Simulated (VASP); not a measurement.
A run of VASP 6.6.1 is set up as follows.

Contents of INCAR:

```
SYSTEM = HgMo
PREC = Accurate
ENCUT = 500
EDIFF = 1E-6
ISMEAR = 0
SIGMA = 0.1
LREAL = .FALSE.
LASPH = .TRUE.
NELM = 120
ALGO = Normal
ISIF = 2
LWAVE = .FALSE.
LCHARG = .FALSE.
GGA = PE
NBANDS = 24
GGA_COMPAT = .FALSE.
```

Contents of KPOINTS:

```
regular mesh
0
G
  16 16 16
  0 0 0
```

File POSCAR:

```
HgMo
1.0
    3.2940217995      0.0000000000      0.0000000000
    0.0000000000      3.2940217995      0.0000000000
    0.0000000000      0.0000000000      3.2940217995
Hg Mo
1 1
Direct
    0.0000000000      0.0000000000      0.0000000000
    0.5000000000      0.5000000000      0.5000000000
```

Potentials or basis: VASP PAW PBE potentials, release 64 (Hg_sv_GW, Mo_sv).

Command:

```bash
$ cat potpaw_PBE.64/Hg_sv_GW/POTCAR potpaw_PBE.64/Mo_sv/POTCAR > POTCAR
$ mpirun -np 1 vasp_std > vasp.out
```

(1) Estimate the pressure.

(2) Predict the band gap on the k mesh.

Results:

(1) -0.7 GPa.

(2) zero (bands 17 and 18 overlap by 2.23 eV).

Caveat: spin-orbit coupling is left out, which moves the levels of the heavy elements.
